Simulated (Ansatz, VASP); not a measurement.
**One calculation of HfN, two programs**

Contents of POSCAR:

```
HfN
1.0
    0.0000000000      2.4548220000      2.4548220000
    2.4548220000      0.0000000000      2.4548220000
    2.4548220000      2.4548220000      0.0000000000
Hf N
1 1
Direct
    0.0000000000      0.0000000000      0.0000000000
    0.2500000000      0.2500000000      0.2500000000
```

File INCAR.step1:

```
SYSTEM = HfN
PREC = Accurate ; ENCUT = 520
EDIFF = 1E-5 ; ISMEAR = -1
SIGMA = 0.05 ; LREAL = .FALSE.
LASPH = .TRUE. ; NELM = 80
ALGO = Normal ; ISIF = 2
LWAVE = .TRUE. ; LCHARG = .FALSE.
GGA = PE ; NBANDS = 14
```

File INCAR.step2:

```
SYSTEM = HfN
PREC = Accurate ; ENCUT = 520
EDIFF = 1E-6 ; ISMEAR = -1
SIGMA = 0.05 ; LREAL = .FALSE.
LASPH = .TRUE. ; NELM = 80
ALGO = Normal ; ISIF = 2
LWAVE = .FALSE. ; LCHARG = .FALSE.
GGA = PE ; LHFCALC = .TRUE.
AEXX = 0.25 ; PRECFOCK = Normal
ISTART = 1 ; NBANDS = 14
```

KPOINTS

```
Automatic mesh
0
G
  6 6 6
  0 0 0
```

The input input:

```
crystal:
  lattice:
    - [0.0, 2.454822, 2.454822]
    - [2.454822, 0.0, 2.454822]
    - [2.454822, 2.454822, 0.0]
  atoms:
    - { symbol: Hf, position: [0.0, 0.0, 0.0] }
    - { symbol: "N", position: [0.25, 0.25, 0.25] }
hamiltonian:
  xc: pbe0
  pseudopotentials: { kind: paw }
kpoints:
  mp_grid: { grid: [6, 6, 6] }
scf:
  occupations: { method: fermi_dirac, width: 0.05 }
output:
  forces: true
  stress: true
  eigenvalues: true
```

Alike in both runs: task single point; functional PBE0; k mesh 6 × 6 × 6; occupations fermi-dirac, width 0.05 eV; no spin polarisation.

```csv
,VASP,Ansatz
version,VASP 6.6.1,Ansatz 0.2.0
potentials or method,"VASP PAW PBE potentials, release 64 (Hf_pv, N)",Ansatz PAW
plane-wave cutoff (eV),520,420
valence electrons in the cell,15,31
```

```tsv
	VASP	Ansatz	Ansatz less VASP
gap on the k mesh at the Fermi level (eV)	none	none	-
pressure (GPa)	-4.8	-2.0	+2.75
```

A gap of «none» marks a metal or a gap that the smearing closes. VASP's potentials hold 15 valence electrons a cell and Ansatz's 31, so a difference there can come from the potentials and not from the codes.

The k mesh is coarse, so the values compare programs but aren't converged. Spin-orbit coupling is off throughout.
